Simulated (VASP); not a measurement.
Wanted: the native input for a VASP 6.6.1 run.

```yaml
Task: relaxation of shape and atoms at fixed volume
Functional: revPBE
Dispersion: D4
Potentials_or_basis: VASP PAW PBE potentials, release 64 (Mo_sv, S)
Cutoff: 500 eV
k_mesh: 8 × 8 × 2
Occupations: gaussian, width 0.05 eV
Spin: collinear spin
Starting_moments: "[0.05, 0.05, 0.0, 0.0, 0.0, 0.0] μB"
Dipole_correction: no
Further_INCAR_settings: ALGO = Normal; EDIFF = 1e-07; IBRION = 2; EDIFFG = -0.01; NSW = 60; ISIF = 4
```

The structure of MoS2 lies in POSCAR:

```
MoS2
1.0
    3.1443398846      0.0000000000      0.0000000000
   -1.5721699423      2.7230782182      0.0000000000
    0.0000000000      0.0000000000     12.2125151840
Mo S
2 4
Direct
    0.3333333333      0.6666666667      0.2500000000
    0.6666666667      0.3333333333      0.7500000000
    0.3333333333      0.6666666667      0.6225778260
    0.6666666667      0.3333333333      0.1225778260
    0.3333333333      0.6666666667      0.8774221740
    0.6666666667      0.3333333333      0.3774221740
```

The input as run:

INCAR

```
PREC = Accurate
ENCUT = 500
EDIFF = 1E-7
ISMEAR = 0
SIGMA = 0.05
LREAL = F
LASPH = T
NELM = 200
ALGO = Normal
ISIF = 4
LWAVE = F
LCHARG = F
ISPIN = 2
MAGMOM = 0.05 0.05 0 0 0 0
LORBIT = 11
LMAXMIX = 4
GGA = RE
IVDW = 13
IBRION = 2
NSW = 60
EDIFFG = -0.01
GGA_COMPAT = F
NELMIN = 4
```

KPOINTS

```
Automatic mesh
0
Gamma
  8 8 2
```

Potentials or basis: VASP PAW PBE potentials, release 64 (Mo_sv, S).

Command:

```sh
$ cat potpaw_PBE.64/Mo_sv/POTCAR potpaw_PBE.64/S/POTCAR > POTCAR
$ mpirun -np 1 vasp_std > vasp.out
```

Results of the run:

- Energy gained by relaxing: 1.7 meV/atom
- Ionic steps: 7
- Pressure after relaxing: -2.0 GPa
- Band gap on the k mesh: 0.95 eV (least direct gap 1.96 eV)
- Net moment: 0.00 μB per cell
- Valence electrons inside the program's atomic spheres: Mo 12.47; S 3.72
- Dispersion energy per atom: -0.799 eV

Caveat: the PAW data sets were made with another functional, which shifts forces and pressure a little.

It took 3.7 min on 1 thread of Intel(R) Xeon(R) 6975P-C (Granite Rapids), on a shared host, peak memory 0.3 GiB.
